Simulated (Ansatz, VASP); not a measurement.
This is a calculation of La2O3 for VASP 6.6.1.

File INCAR:

```
PREC = Accurate
ENCUT = 520
EDIFF = 1E-7
ISMEAR = -1
SIGMA = 0.05
LREAL = F
LASPH = T
NELM = 60
ALGO = Normal
ISIF = 2
LWAVE = F
LCHARG = F
GGA = PE
NBANDS = 28
```

File KPOINTS:

```
regular mesh
0
Gamma
  8 8 5
```

POSCAR

```
La2O3
1.0
    3.9307778780      0.0000000000      0.0000000000
   -1.9653889390      3.4041534990      0.0000000000
    0.0000000000      0.0000000000      6.1119535200
La O
2 3
Direct
    0.3394670000      0.6588080000      0.2459800000
    0.6754630000      0.3387370000      0.7552280000
    0.0055620000      0.0024750000     -0.0033560000
    0.3362110000      0.6643290000      0.6501560000
    0.6719440000      0.3266460000      0.3569860000
```

Potentials or basis: VASP PAW PBE potentials, release 64 (La, O).

Run with:

```sh
$ cat potpaw_PBE.64/La/POTCAR potpaw_PBE.64/O/POTCAR > POTCAR
$ mpirun -np 1 vasp_std > vasp.out
```

Task: Translate it to Ansatz 0.2.0. Potentials there: all-electron LAPW, scalar-relativistic.

Result: As run (the cutoff follows the program's own potentials):

File input.yaml:

```yaml
crystal:
  lattice:
    - [3.930777878, 0.0, 0.0]
    - [-1.965388939, 3.404153499, 0.0]
    - [0.0, 0.0, 6.11195352]
  atoms:
    - { symbol: La, position: [0.339467, 0.658808, 0.24598] }
    - { symbol: La, position: [0.675463, 0.338737, 0.755228] }
    - { symbol: O, position: [0.005562, 0.002475, -0.003356] }
    - { symbol: O, position: [0.336211, 0.664329, 0.650156] }
    - { symbol: O, position: [0.671944, 0.326646, 0.356986] }
kpoints:
  mp_grid: { grid: [8, 8, 5] }
scf:
  occupations: { method: fermi_dirac, width: 0.05 }
hamiltonian:
  xc: pbe
  pseudopotentials: { kind: all_electron, lapw: { basis_error: 0.001 } }
output:
  forces: true
  stress: true
  eigenvalues: true
  populations: true
```

Potentials or basis: all-electron LAPW, scalar-relativistic.

Run with:

```sh
$ ansatz run input.yaml --threads 4 --pin off --max-ram 14336MiB --backend cpu --events-out ev --progress --plain --runs-dir out
```

Both were run:

|  | VASP | Ansatz | Ansatz less VASP |
| --- | --- | --- | --- |
| gap on the k mesh at the Fermi level (eV) | 3.86 | 3.84 | -0.017 |
| least direct gap on the mesh (eV) | 4.05 | 4.04 | -0.014 |
| pressure (GPa) | 1.5 | 1.8 | +0.32 |
| traceless stress, the component that is largest in VASP (GPa) | -0.48 | -0.46 | +0.022 |
| rms of the force components (eV/Å) | 0.125 | 0.124 | -0.0012 |

Atom by atom the forces differ by 0.005 eV/Å (rms over components). Ansatz ran all-electron here, and VASP with PAW potentials.

Neither program's run includes spin-orbit coupling.
